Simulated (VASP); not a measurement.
# Ho4Ti (Im-3m) in VASP: relaxation of cell and atoms with PBE

Aim: the relaxation of cell and atoms of Ho4Ti with PBE.

Everything below comes from runs of VASP 6.6.1. Logs are shortened: lines on timing, memory, paths and dates and some standing lists are left out, and cuts for length are marked.

## 1. The cell of the first run

The structure is cubic, space group Im-3m (No. 229). Conventional cell: a = 6.250 Å, b = 6.250 Å, c = 6.250 Å, α = 90.00°, β = 90.00°, γ = 90.00°. Within 3.6 Å of Ho (site symmetry -3m) lie 2 Ti at 2.71 Å and 6 Ho at 3.13 Å. Within 3.6 Å of Ti (site symmetry m-3m) lie 8 Ho at 2.71 Å.

The cell was generated, and may not be a known phase.

## 2. Relaxation of cell and atoms, PBE

INCAR reads:

```
ALGO = Normal ; EDIFF = 1E-7
EDIFFG = -0.08 ; ENCUT = 500
GGA = PE ; GGA_COMPAT = False
IBRION = 2 ; ISIF = 3
ISMEAR = 0 ; LASPH = True
LCHARG = False ; LMAXMIX = 6
LREAL = False ; LWAVE = False
NELM = 200 ; NELMIN = 4
NSW = 36 ; PREC = Accurate
SIGMA = 0.2
```

KPOINTS reads:

```
k-points
0
Gamma
  4 4 4
```

POSCAR reads:

```
Ho4Ti
1.0
   -3.1251655400      3.1251655400      3.1251655400
    3.1251655400     -3.1251655400      3.1251655400
    3.1251655400      3.1251655400     -3.1251655400
Ho Ti
4 1
Direct
    0.5000000000      0.5000000000      0.5000000000
    0.0000000000      0.0000000000      0.5000000000
    0.0000000000      0.5000000000      0.0000000000
    0.5000000000      0.0000000000      0.0000000000
    0.0000000000      0.0000000000      0.0000000000
```

Potentials or basis: VASP PAW PBE potentials, release 64 (Ho_3, Ti_sv), 4f in core.

Launch:

```
cat potpaw_PBE.64/Ho_3/POTCAR potpaw_PBE.64/Ti_sv/POTCAR > POTCAR
mpirun -np 1 vasp_std > vasp.out
```

OUTCAR:

```text
EDIFF = 1E-7
   EDIFFG = -0.08
   ENCUT = 500
   GGA = PE
   IBRION = 2
   ISIF = 3
   ISMEAR = 0
   LASPH = True
   LREAL = False
   NELM = 200
   NELMIN = 4
   NSW = 36
   PREC = Accurate

 ion  position               nearest neighbor table
   1  0.500  0.500  0.500-   5 2.71   5 2.71   4 3.13   2 3.13   4 3.13   3 3.13   2 3.13   3 3.13

   2  0.000  0.000  0.500-   5 2.71   5 2.71   4 3.13   1 3.13   3 3.13   3 3.13   4 3.13   1 3.13

   3  0.000  0.500  0.000-   5 2.71   5 2.71   4 3.13   1 3.13   2 3.13   2 3.13   1 3.13   4 3.13

   4  0.500  0.000  0.000-   5 2.71   5 2.71   3 3.13   1 3.13   1 3.13   2 3.13   2 3.13   3 3.13

   5  0.000  0.000  0.000-   1 2.71   2 2.71   3 2.71   4 2.71   2 2.71   3 2.71   4 2.71   1 2.71

  LATTYP: Found a body centered cubic cell.
 ALAT       =     6.2503310800

  Lattice vectors:

 A1 = (  -3.1251655400,   3.1251655400,   3.1251655400)
 A2 = (   3.1251655400,  -3.1251655400,   3.1251655400)
 A3 = (   3.1251655400,   3.1251655400,  -3.1251655400)

Analysis of symmetry for initial positions (statically):
=====================================================================
 Subroutine PRICEL returns:
 Original cell was already a primitive cell.

 Routine SETGRP: Setting up the symmetry group for a
 body centered cubic supercell.

 Subroutine GETGRP returns: Found 48 space group operations
 (whereof 48 operations were pure point group operations)
 out of a pool of 48 trial point group operations.

The static configuration has the point symmetry O_h .

Analysis of symmetry for dynamics (positions and initial velocities):
=====================================================================
 Subroutine PRICEL returns:
 Original cell was already a primitive cell.

 Routine SETGRP: Setting up the symmetry group for a
 body centered cubic supercell.

 Subroutine GETGRP returns: Found 48 space group operations
 (whereof 48 operations were pure point group operations)
 out of a pool of 48 trial point group operations.

The dynamic configuration has the point symmetry O_h .

 Subroutine INISYM returns: Found 48 space group operations
 (whereof 48 operations are pure point group operations),
 and found     1 'primitive' translations

----------------------------------------------------------------------------------------

                                     Primitive cell

  volume of cell :     122.0897

  direct lattice vectors                    reciprocal lattice vectors
    -3.125165540  3.125165540  3.125165540     0.000000000  0.159991525  0.159991525
     3.125165540 -3.125165540  3.125165540     0.159991525  0.000000000  0.159991525
     3.125165540  3.125165540 -3.125165540     0.159991525  0.159991525  0.000000000

  length of vectors
     5.412945497  5.412945497  5.412945497     0.226262184  0.226262184  0.226262184

  position of ions in fractional coordinates (direct lattice)
     0.500000000  0.500000000  0.500000000
     0.000000000  0.000000000  0.500000000
     0.000000000  0.500000000  0.000000000
     0.500000000  0.000000000  0.000000000
     0.000000000  0.000000000  0.000000000

  ion indices of the primitive-cell ions
   primitive index   ion index
                 1           1
                 2           2
                 3           3
                 4           4
                 5           5

----------------------------------------------------------------------------------------

 KPOINTS: k-points

Automatic generation of k-mesh.
 Grid dimensions read from file:
 generate k-points for:    4    4    4

 Generating k-lattice:

  Cartesian coordinates                     Fractional coordinates (reciprocal lattice)
     0.000000000  0.039997881  0.039997881     0.250000000  0.000000000  0.000000000
     0.039997881  0.000000000  0.039997881     0.000000000  0.250000000  0.000000000
     0.039997881  0.039997881  0.000000000     0.000000000  0.000000000  0.250000000

  Length of vectors
     0.056565546  0.056565546  0.056565546

  Shift w.r.t. Gamma in fractional coordinates (k-lattice)
     0.000000000  0.000000000  0.000000000

 Subroutine IBZKPT returns following result:
 ===========================================

 Found      8 irreducible k-points:

 Following reciprocal coordinates:
            Coordinates               Weight
  0.000000  0.000000  0.000000      1.000000
  0.250000  0.000000  0.000000     12.000000
  0.500000  0.000000  0.000000      6.000000
  0.250000  0.250000  0.000000     24.000000
  0.250000  0.250000  0.250000      2.000000
 -0.250000  0.250000  0.250000      6.000000
  0.500000  0.500000  0.250000     12.000000
  0.500000  0.500000  0.500000      1.000000
   k-points           NKPTS =      8   k-points in BZ     NKDIM =      8   number of bands    NBANDS=     28
   number of dos      NEDOS =    301   number of ions     NIONS =      5
   total plane-waves  NPLWV =  64000
   dimension x,y,z NGX =    40 NGY =   40 NGZ =   40
   dimension x,y,z NGXF=    80 NGYF=   80 NGZF=   80
   ions per type =               4   1
   NGX,Y,Z   is equivalent  to a cutoff of  12.29, 12.29, 12.29 a.u.
   NGXF,Y,Z  is equivalent  to a cutoff of  24.57, 24.57, 24.57 a.u.
 SYSTEM =  unknown system
   PREC   = accura    normal or accurate (medium, high low for compatibility)
   ISTART =      0    job   : 0-new  1-cont  2-samecut
   ICHARG =      2    charge: 1-file 2-atom 10-const
   ISPIN  =      1    spin polarized calculation?
   LNONCOLLINEAR =      F non collinear calculations
   LSORBIT =      F    spin-orbit coupling
   LASPH  =      T    aspherical Exc in radial PAW
   ENCUT  =  500.0 eV  36.75 Ry    6.06 a.u.   9.87  9.87  9.87*2*pi/ulx,y,z
   NELM   =    200;   NELMIN=  4; NELMDL= -5     # of ELM steps
   EDIFF  = 0.1E-06   stopping-criterion for ELM
   LREAL  =      F    real-space projection
   EDIFFG = -.8E-01   stopping-criterion for IOM
   NSW    =     36    number of steps for IOM
   IBRION =      2    ionic relax: 0-MD 1-quasi-New 2-CG
   NFREE  =      1    steps in history (QN), initial steepest desc. (CG)
   ISIF   =      3    stress and relaxation
   ISYM   =      2    0-nonsym 1-usesym 2-fastsym
   POTIM  = 0.5000    time-step for ionic-motion
   TEBEG  =    0.0;   TEEND  =   0.0 temperature during run
   PSTRESS=    0.0 pullay stress
   NELECT =      48.0000    total number of electrons
   NUPDOWN=      -1.0000    fix difference up-down
   EMIN   =  10.00;   EMAX   =-10.00  energy-range for DOS
   EFERMI =   0.00;   METHOD = LEGACY
   ISMEAR =     0;   SIGMA  =   0.20  broadening in eV -4-tet -1-fermi 0-gaus
   EFERMI_NEDOS =   21; number of points for ismear=-14 and -15
   IALGO  =     38    algorithm
   IMIX   =      4    mixing-type and parameters
     AMIX     =   0.40;   BMIX     =  1.00
     AMIX_MAG =   1.60;   BMIX_MAG =  1.00
  volume/ion in A,a.u.               =      24.42       164.78
  Fermi-wavevector in a.u.,A,eV,Ry     =   1.199303  2.266354 19.569633  1.438327
  Thomas-Fermi vector in A             =   2.335169
   LORBIT       =      0    0 simple, 1 ext, 2 COOP (PROOUT), +10 PAW based schemes
   GGA     = PE    functional components
   LHFCALC =     F    Hartree Fock is set to
   AEXX    =    0.0000 exact exchange contribution
   IVDW    =     0    specifies the selected vdW correction
   LEPSILON=     F    determine dielectric tensor
   LRPA    =     F    only Hartree local field effects (RPA)
 conjugate gradient relaxation of ions
 non-spin polarized calculation
 Gauss-broadening in eV      SIGMA  =   0.20
  energy-cutoff  :      500.00
  volume of cell :      122.09
 maximum number of plane-waves:      3132
   NGX = 19   NGY = 19   NGZ = 19

--------------------------------------- Ionic step        1  -------------------------------------------

 number of electron      47.9999995 magnetization

 Free energy of the ion-electron system (eV)
  ---------------------------------------------------
  ext. energy  EPLUGINS =         0.00000000
  ---------------------------------------------------
  free energy    TOTEN  =       -21.03911946 eV

  energy without entropy =      -20.89760970  energy(sigma->0) =      -20.96836458

 E-fermi :   4.3090     XC(G=0): -10.5886

 val. band max:        4.2838209531   @ k =  -0.2500   0.2500   0.2500
 cond. band min:       4.3390800688   @ k =   0.2500   0.2500   0.0000
 fundamental gap:      0.0552591157
 Fermi energy:         4.3090057681

 k-point     1 :       0.0000    0.0000    0.0000
  band No.  band energies     occupation
      1     -51.5049      2.00000
      2     -27.9646      2.00000
      3     -27.9646      2.00000
      4     -27.9646      2.00000
      5     -19.7697      2.00000
      6     -19.7697      2.00000
[... 20 lines left out ...]
     27       6.0605      0.00000
     28       6.0605      0.00000
[... 276 lines left out ...]
 POSITION                                       TOTAL-FORCE (eV/Angst)
 -----------------------------------------------------------------------------------
      1.73258      1.73258      1.73258         0.000000      0.000000     -0.000000
      1.73258      1.73258      5.19774        -0.000000      0.000000     -0.000000
      1.73258     -1.73258      1.73258        -0.000000      0.000000     -0.000000
     -1.73258      1.73258      1.73258        -0.000000     -0.000000     -0.000000
      3.46516      3.46516      3.46516         0.000000     -0.000000      0.000000
 -----------------------------------------------------------------------------------
    total drift:                               -0.000000     -0.000000      0.000000

  FREE ENERGIE OF THE ION-ELECTRON SYSTEM (eV)
  ---------------------------------------------------
  free  energy   TOTEN  =       -22.6244401829 eV

  energy  without entropy=      -22.4818602072  energy(sigma->0) =      -22.55315020

--------------------------------------- Ionic step        3  -------------------------------------------

 number of electron      47.9999999 magnetization

 Free energy of the ion-electron system (eV)
  ---------------------------------------------------
  ext. energy  EPLUGINS =         0.00000000
  ---------------------------------------------------
  free energy    TOTEN  =       -22.62948558 eV

  energy without entropy =      -22.48634970  energy(sigma->0) =      -22.55791764

 E-fermi :   2.7424     XC(G=0):  -9.3720

 val. band max:        2.7158009598   @ k =   0.2500   0.2500   0.0000
 cond. band min:       2.8353761226   @ k =   0.5000   0.5000   0.2500
 fundamental gap:      0.1195751628
 Fermi energy:         2.7424316036

 k-point     1 :       0.0000    0.0000    0.0000
  band No.  band energies     occupation
      1     -53.7618      2.00000
      2     -30.0653      2.00000
      3     -30.0653      2.00000
      4     -30.0653      2.00000
      5     -21.6417      2.00000
      6     -21.6417      2.00000
[... 20 lines left out ...]
     27       4.1389      0.00000
     28       4.1389      0.00000
[... 228 lines left out ...]
 VOLUME and BASIS-vectors are now :
 -----------------------------------------------------------------------------
  energy-cutoff  :      500.00
  volume of cell :      163.29
      direct lattice vectors                 reciprocal lattice vectors
    -3.443267498  3.443267498  3.443267498     0.000000000  0.145210908  0.145210908
     3.443267498 -3.443267498  3.443267498     0.145210908  0.000000000  0.145210908
     3.443267498  3.443267498 -3.443267498     0.145210908  0.145210908  0.000000000

 POSITION                                       TOTAL-FORCE (eV/Angst)
 -----------------------------------------------------------------------------------
      1.72163      1.72163      1.72163         0.000000      0.000000      0.000000
      1.72163      1.72163     -1.72163         0.000000      0.000000     -0.000000
      1.72163     -1.72163      1.72163        -0.000000     -0.000000      0.000000
     -1.72163      1.72163      1.72163        -0.000000     -0.000000     -0.000000
      0.00000      0.00000      0.00000        -0.000000     -0.000000      0.000000
 -----------------------------------------------------------------------------------
    total drift:                                0.000000     -0.000000      0.000000

  FREE ENERGIE OF THE ION-ELECTRON SYSTEM (eV)
  ---------------------------------------------------
  free  energy   TOTEN  =       -22.6294855843 eV

  energy  without entropy=      -22.4863496980  energy(sigma->0) =      -22.55791764

 reached required accuracy - stopping structural energy minimisation
```

Run time: 4.7 min. Hardware: 1 thread of Intel Xeon Platinum 8259CL at 2.50GHz (Skylake/Cascade Lake), shared host; peak memory 0.26 GiB.

Results:

```yaml
Free_energy: -22.6295 eV
Relaxed_volume: 32.66 Å³/atom
Relaxed_cell: a = 5.964 Å, b = 5.964 Å, c = 5.964 Å, α = 109.47°, β = 109.47°, γ = 109.47°
Space_group_after_relaxing_to_0.1_Å: Im-3m (No. 229)
Energy_gained_by_relaxing: 318.1 meV/atom
Ionic_steps: 3
Pressure_after_relaxing: 0.1 GPa
Band_gap_on_the_k_mesh: zero (bands 24 and 25 overlap by 0.65 eV)
```

The path:
| step | energy change (eV) | largest force (eV/Å) | pressure (GPa) | volume (Å³) |
| --- | --- | --- | --- | --- |
| 1 | 0.0000 | 0.0000 | 14.80 | 122.09 |
| 2 | -1.5853 | 0.0000 | -0.57 | 166.43 |
| 3 | -1.5904 | 0.0000 | 0.07 | 163.29 |

Final structure:
```
Ho Ti
1.0
    -3.44327    3.44327    3.44327
     3.44327   -3.44327    3.44327
     3.44327    3.44327   -3.44327
Ho Ti
4 1
Direct
  0.50000 0.50000 0.50000
  0.00000 0.00000 0.50000
  0.00000 0.50000 0.00000
  0.50000 0.00000 0.00000
  0.00000 0.00000 0.00000
```

Levels at points of the mesh, in eV from the Fermi level:
```csv
k point,band 22,band 23,band 24,band 25,band 26,band 27,band 28
"(0.00, 0.00, 0.00)",-1.28,-1.28,-0.55,-0.55,1.40,1.40,1.40
"(0.50, 0.00, 0.00)",-0.51,-0.47,-0.27,0.21,0.40,0.62,0.67
"(0.50, 0.50, 0.50)",-0.57,-0.30,-0.30,-0.30,0.40,0.40,0.40
```

Caveat: the volume moved by over 15 % at a fixed basis, so the end points are rough; spin-orbit coupling is left out, which moves the levels of the heavy elements; the 4f electrons are frozen in the core, so they carry no moment and show no levels. Spin polarisation is off, so any magnetic state and its effect on volume and gap are missing.

The gap in the log of VASP goes by the Fermi energy; the results here count the filled bands.